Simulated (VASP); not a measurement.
# TePb (Fm-3m) in VASP: notebook, part 2 of 2

VASP 6.6.1. The steps go on from the part before.

## (3) Density of states, PBE

The input, POSCAR:

```
TePb
1.0
    0.0000000000      3.2860507270      3.2860507270
    3.2860507270      0.0000000000      3.2860507270
    3.2860507270      3.2860507270      0.0000000000
Te Pb
1 1
Direct
    0.5000000000      0.5000000000      0.5000000000
    0.0000000000      0.0000000000      0.0000000000
```

The input, INCAR.step1:

```
  ALGO = Normal
  EDIFF = 1E-6
  ENCUT = 520
  GGA = PE
  ISIF = 2
  ISMEAR = 0
  LASPH = True
  LCHARG = True
  LREAL = False
  LWAVE = False
  NBANDS = 17
  NELM = 80
  PREC = Accurate
  SIGMA = 0.02
```

The input, KPOINTS.step1:

```
k-points
0
Gamma
  8 8 8
```

The input, INCAR.step2:

```
  ALGO = Normal
  EDIFF = 1E-6
  ENCUT = 520
  GGA = PE
  ICHARG = 11
  ISIF = 2
  ISMEAR = -5
  LASPH = True
  LCHARG = False
  LORBIT = 10
  LREAL = False
  LWAVE = False
  NBANDS = 17
  NEDOS = 1001
  NELM = 80
  PREC = Accurate
  SIGMA = 0.02
```

The input, KPOINTS.step2:

```
k-points
0
Gamma
  12 12 12
```

Potentials or basis: VASP PAW PBE potentials, release 64 (Te, Pb_d).

Command:

```console
$ cat potpaw_PBE.64/Te/POTCAR potpaw_PBE.64/Pb_d/POTCAR > POTCAR
$ cp INCAR.step1 INCAR
$ cp KPOINTS.step1 KPOINTS
$ mpirun -np 1 vasp_std > vasp.out
$ cp INCAR.step2 INCAR
$ cp KPOINTS.step2 KPOINTS
$ mpirun -np 1 vasp_std > vasp.out
```

OUTCAR:

```text
EDIFF = 1E-6
   ENCUT = 520
   GGA = PE
   ICHARG = 11
   ISIF = 2
   ISMEAR = -5
   LASPH = True
   LORBIT = 10
   LREAL = False
   NELM = 80
   PREC = Accurate

 ion  position               nearest neighbor table
   1  0.500  0.500  0.500-   2 3.29   2 3.29   2 3.29   2 3.29   2 3.29   2 3.29
   2  0.000  0.000  0.000-   1 3.29   1 3.29   1 3.29   1 3.29   1 3.29   1 3.29

  LATTYP: Found a face centered cubic cell.
 ALAT       =     6.5721014540

  Lattice vectors:

 A1 = (   0.0000000000,   3.2860507270,   3.2860507270)
 A2 = (   3.2860507270,   0.0000000000,   3.2860507270)
 A3 = (   3.2860507270,   3.2860507270,   0.0000000000)

Analysis of symmetry for initial positions (statically):
=====================================================================
 Subroutine PRICEL returns:
 Original cell was already a primitive cell.

 Routine SETGRP: Setting up the symmetry group for a
 face centered cubic supercell.

 Subroutine GETGRP returns: Found 48 space group operations
 (whereof 48 operations were pure point group operations)
 out of a pool of 48 trial point group operations.

The static configuration has the point symmetry O_h .

Analysis of symmetry for dynamics (positions and initial velocities):
=====================================================================
 Subroutine PRICEL returns:
 Original cell was already a primitive cell.

 Routine SETGRP: Setting up the symmetry group for a
 face centered cubic supercell.

 Subroutine GETGRP returns: Found 48 space group operations
 (whereof 48 operations were pure point group operations)
 out of a pool of 48 trial point group operations.

The dynamic configuration has the point symmetry O_h .

 Subroutine INISYM returns: Found 48 space group operations
 (whereof 48 operations are pure point group operations),
 and found     1 'primitive' translations
[... 113 lines left out ...]
   EFERMI_NEDOS =   21; number of points for ismear=-14 and -15
   IALGO  =     38    algorithm
   IMIX   =      4    mixing-type and parameters
     AMIX     =   0.40;   BMIX     =  1.00
     AMIX_MAG =   1.60;   BMIX_MAG =  1.00
  volume/ion in A,a.u.               =      35.48       239.45
  Fermi-wavevector in a.u.,A,eV,Ry     =   1.073332  2.028303 15.674465  1.152041
  Thomas-Fermi vector in A             =   2.209128
   LORBIT       =     10    0 simple, 1 ext, 2 COOP (PROOUT), +10 PAW based schemes
   GGA     = PE    functional components
   LHFCALC =     F    Hartree Fock is set to
   AEXX    =    0.0000 exact exchange contribution
   IVDW    =     0    specifies the selected vdW correction
   LEPSILON=     F    determine dielectric tensor
   LRPA    =     F    only Hartree local field effects (RPA)
 non-spin polarized calculation
 Fermi weights with tetrahedron method with Bloechl corrections
  energy-cutoff  :      520.00
  volume of cell :       70.97
 maximum number of plane-waves:      1932

 number of electron      19.9999999 magnetization

 Free energy of the ion-electron system (eV)
  ---------------------------------------------------
  ext. energy  EPLUGINS =         0.00000000
  ---------------------------------------------------
  free energy    TOTEN  =        -7.52302882 eV

  energy without entropy =       -7.52302882  energy(sigma->0) =       -7.52302882

 E-fermi :   4.9977     XC(G=0):  -9.0738

 val. band max:        4.9790880502   @ k =   0.5000   0.0000   0.0000
 cond. band min:       5.8137034536   @ k =   0.5000   0.0000   0.0000
 fundamental gap:      0.8346154035
 Fermi energy:         4.9977225691

 k-point     1 :       0.0000    0.0000    0.0000
  band No.  band energies     occupation
      1     -11.6633      2.00000
      2     -11.6633      2.00000
      3     -11.6549      2.00000
      4     -11.6549      2.00000
      5     -11.6549      2.00000
      6      -6.6248      2.00000
[... 457 lines left out ...]
      4     -11.6435      2.00000
      5     -11.6407      2.00000
      6      -5.2322      2.00000
[... 9 lines left out ...]
     16      13.4951      0.00000
     17      15.5496      0.00000

 [... further k-points ...]
[... 5 lines left out ...]
  --------------------------------------------------------------------------------------
  -------------------------------------------------------------------------------------
  Total       -0.0375226     -0.0375226     -0.0375226      0.0000000      0.0000000      0.0000000
  in kB       -0.8471303     -0.8471303     -0.8471303      0.0000000      0.0000000      0.0000000
  external PRESSURE =      -0.8471303 kB  Pullay stress =       0.0000000 kB

 VOLUME and BASIS-vectors are now :
 -----------------------------------------------------------------------------
  energy-cutoff  :      520.00
  volume of cell :       70.97
      direct lattice vectors                 reciprocal lattice vectors
     0.000000000  3.286050727  3.286050727    -0.152158333  0.152158333  0.152158333
     3.286050727  0.000000000  3.286050727     0.152158333 -0.152158333  0.152158333
     3.286050727  3.286050727  0.000000000     0.152158333  0.152158333 -0.152158333

 POSITION                                       TOTAL-FORCE (eV/Angst)
 -----------------------------------------------------------------------------------
      3.28605      3.28605      3.28605         0.000000      0.000000      0.000000
      0.00000      0.00000      0.00000         0.000000      0.000000     -0.000000
 -----------------------------------------------------------------------------------
    total drift:                               -0.000000      0.000000      0.000000

  FREE ENERGIE OF THE ION-ELECTRON SYSTEM (eV)
  ---------------------------------------------------
  free  energy   TOTEN  =        -7.5230288208 eV

  energy  without entropy=       -7.5230288208  energy(sigma->0) =       -7.52302882

 total charge

# of ion       s       p       d       tot
------------------------------------------
    1        1.373   1.990   0.015   3.378
    2        1.462   0.550   9.830  11.843
--------------------------------------------------
tot          2.835   2.540   9.845  15.220
```

OSZICAR.step1:

```text
N       E                     dE             d eps       ncg     rms          rms(c)
DAV:   1     0.150438995528E+03    0.15044E+03   -0.90554E+03   986   0.112E+03
DAV:   2     0.269396379019E+01   -0.14775E+03   -0.14347E+03  1064   0.285E+02
DAV:   3    -0.738689769280E+01   -0.10081E+02   -0.10032E+02  1256   0.821E+01
DAV:   4    -0.765671065371E+01   -0.26981E+00   -0.26967E+00  1274   0.157E+01
DAV:   5    -0.766836721786E+01   -0.11657E-01   -0.11656E-01  1399   0.286E+00    0.298E+00
DAV:   6    -0.752443922200E+01    0.14393E+00   -0.32490E-01  1434   0.377E+00    0.180E+00
DAV:   7    -0.752076954061E+01    0.36697E-02   -0.89843E-02  1221   0.139E+00    0.902E-01
DAV:   8    -0.752322819557E+01   -0.24587E-02   -0.11269E-02  1170   0.107E+00    0.174E-01
DAV:   9    -0.752291236140E+01    0.31583E-03   -0.18515E-03  1468   0.439E-01    0.687E-02
DAV:  10    -0.752296856454E+01   -0.56203E-04   -0.17371E-04  1123   0.888E-02    0.206E-02
DAV:  11    -0.752297337486E+01   -0.48103E-05   -0.36243E-05  1362   0.481E-02    0.107E-02
DAV:  12    -0.752297349899E+01   -0.12413E-06   -0.22408E-06  1143   0.118E-02
   1 F= -.75229735E+01 E0= -.75229735E+01  d E =-.929407E-19
```

It took 2.1 min on 1 thread of Intel Xeon 8259CL, shared host; peak memory 0.25 GiB.

What came out:

```
Valence electrons inside the program's atomic spheres : Te 3.38; Pb 11.84
```

Levels at points of the mesh, in eV from the valence-band top:
```csv
k point,band 6,band 7,band 8,band 9,band 10,band 11,band 12,band 13,band 14,band 15
"(0.00, 0.00, 0.00)",-11.60,-5.71,-1.15,-1.15,-1.15,4.02,4.02,4.02,5.92,5.92
"(0.50, 0.00, 0.00)",-10.30,-8.33,-0.73,-0.73,0.00,0.83,1.40,1.40,8.34,9.14
"(0.50, 0.50, 0.00)",-10.10,-7.21,-4.10,-2.51,-2.51,3.51,5.30,5.30,6.43,10.00
```

Caveat: spin-orbit coupling is left out, which moves the levels of the heavy elements.
